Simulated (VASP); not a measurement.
Here is a VASP 6.6.1 calculation.

The input INCAR:

```
PREC = Accurate ; ENCUT = 520
EDIFF = 1E-6 ; ISMEAR = -1
SIGMA = 0.05 ; LREAL = False
LASPH = True ; NELM = 80
ALGO = Fast ; ISIF = 2
LWAVE = False ; LCHARG = True
GGA = PE ; LELF = True
LVHAR = True ; NBANDS = 28
```

KPOINTS

```
Automatic mesh
0
Gamma
  6 6 6
```

Contents of POSCAR:

```
Rb3Zn
1.0
   -3.1810044223      3.1810044223      6.4006699942
    3.1810044223     -3.1810044223      6.4006699942
    3.1810044223      3.1810044223     -6.4006699942
Rb Zn
3 1
Direct
    0.5000000000      0.5000000000      0.0000000000
    0.2500000000      0.7500000000      0.5000000000
    0.7500000000      0.2500000000      0.5000000000
    0.0000000000      0.0000000000      0.0000000000
```

Potentials or basis: VASP PAW PBE potentials, release 64 (Rb_sv, Zn).

Run with:

```sh
$ cat potpaw_PBE.64/Rb_sv/POTCAR potpaw_PBE.64/Zn/POTCAR > POTCAR
$ mpirun -np 1 vasp_std > vasp.out
```

Task: What does it give for the band gap on the k mesh?

Result: Zero (an odd number of electrons rules out a gap without spin polarisation).

Task: Estimate the pressure.

Result: -0.1 GPa.

Stress tensor (GPa, compression positive):
```
-0.03  0.00  0.00
 0.00 -0.03  0.00
 0.00  0.00 -0.12
```
